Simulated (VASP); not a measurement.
Set up this calculation in VASP 6.6.1, as the native input.

* Task: single point
* Functional: LDA
* Potentials or basis: VASP PAW LDA potentials, release 64 (Zr_sv, O)
* Cutoff: 600 eV
* k mesh: 6 × 6 × 6
* Occupations: gaussian, width 0.01 eV
* Spin: no spin polarisation
* Dipole correction: no
* Further INCAR settings: ALGO = Normal; EDIFF = 1e-06; NBANDS = 19

The structure of ZrO2 (Cubic zirconia) lies in POSCAR:

```
ZrO2
1.0
    0.0000000000      2.5007390434      2.5007390434
    2.5007390434      0.0000000000      2.5007390434
    2.5007390434      2.5007390434      0.0000000000
Zr O
1 2
Direct
    0.0000000000      0.0000000000      0.0000000000
    0.2500000000      0.2500000000      0.2500000000
    0.7500000000      0.7500000000      0.7500000000
```

These files were run (other wordings do the same):

INCAR

```
SYSTEM = ZrO2
PREC = Accurate
ENCUT = 600
EDIFF = 1E-6
ISMEAR = 0
SIGMA = 0.01
LREAL = .FALSE.
LASPH = .TRUE.
NELM = 120
ALGO = Normal
ISIF = 2
LWAVE = .FALSE.
LCHARG = .FALSE.
NBANDS = 19
GGA_COMPAT = .FALSE.
```

KPOINTS

```
regular mesh
0
G
  6 6 6
  0 0 0
```

Potentials or basis: VASP PAW LDA potentials, release 64 (Zr_sv, O).

Run with:

```console
$ cat potpaw_LDA.64/Zr_sv/POTCAR potpaw_LDA.64/O/POTCAR > POTCAR
$ mpirun -np 1 vasp_std > vasp.out
```

Results of the run:

```json
{"Pressure": "4.8 GPa", "Band gap on the k mesh": "3.37 eV, indirect (least direct gap 3.84 eV)"}
```

Wall time 23 s on 1 thread of Intel Xeon 8259CL, on a shared host, peak memory 0.14 GiB.
